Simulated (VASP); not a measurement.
Here is a VASP 6.6.1 calculation.

Contents of INCAR:

```
  PREC = Accurate
  ENCUT = 520
  EDIFF = 1E-7
  ISMEAR = 1
  SIGMA = 0.1
  LREAL = False
  LASPH = True
  NELM = 150
  ALGO = Normal
  ISIF = 2
  LWAVE = False
  LCHARG = False
  ISPIN = 2
  MAGMOM = 0.5
  LORBIT = 11
  LMAXMIX = 4
  GGA = CA
  NBANDS = 15
```

The input KPOINTS:

```
Automatic mesh
0
Gamma
  14 14 14
```

Contents of POSCAR:

```
Pd
1.0
    0.0000000000      1.9202771092      1.9202771092
    1.9202771092      0.0000000000      1.9202771092
    1.9202771092      1.9202771092      0.0000000000
Pd
1
Direct
    0.0000000000      0.0000000000      0.0000000000
```

Potentials or basis: VASP PAW LDA potentials, release 64 (Pd).

Run with:

```console
$ cat potpaw_LDA.64/Pd/POTCAR > POTCAR
$ mpirun -np 1 vasp_std > vasp.out
```

Q: Estimate the pressure.

A: 0.3 GPa.

Q: Estimate the net moment.

A: 0.28 μB per cell.

Q: Estimate the site moments.

A: Pd +0.28 μB.
